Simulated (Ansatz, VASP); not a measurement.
One calculation of MgSi4N, two programs

```
CELL_PARAMETERS angstrom
2.10337 -5.08775 0.00000
2.10337 5.08775 0.00000
0.00000 0.00000 4.65637
ATOMIC_POSITIONS crystal
Mg 0.00000 0.00000 0.50000
Si 0.12458 0.87542 0.00000
Si 0.87542 0.12458 0.00000
Si 0.00000 0.50000 0.50000
Si 0.50000 0.00000 0.50000
N 0.50000 0.50000 0.00000
```

Change from the starting cell: species swapped into the TmAlNi4 type (Cmmm, No. 65).

Alike in both runs: functional PBE; k mesh 4 × 4 × 4; occupations gaussian, width 0.1 eV; collinear spin.

Ansatz relaxed the structure, and its values are those at the end. VASP's run is a single point on that final structure, the one shown.

|  | VASP | Ansatz |
| --- | --- | --- |
| version | VASP 6.6.1 | Ansatz 0.2.0 |
| potentials or method | VASP PAW PBE potentials, release 64 (Mg, Si, N), cutoff 520 eV | scalar-relativistic, plane waves, PAW |
| valence electrons in the cell | 23 | 31 |

|  | VASP | Ansatz | Ansatz less VASP |
| --- | --- | --- | --- |
| gap on the k mesh at the Fermi level (eV) | none | none | - |
| pressure (GPa) | -0.1 | 0.0 | +0.11 |
| net moment per atom (μB) | 0.00 | 0.00 | 0.000 |

A gap of «none» marks a metal or a gap that the smearing closes. VASP's potentials hold 23 valence electrons a cell and Ansatz's 31, so a difference there can come from the potentials and not from the codes. Ansatz's warnings: cell relax basis refresh, seeded moment not kept.

The k mesh is coarse, so the values compare programs but aren't converged.
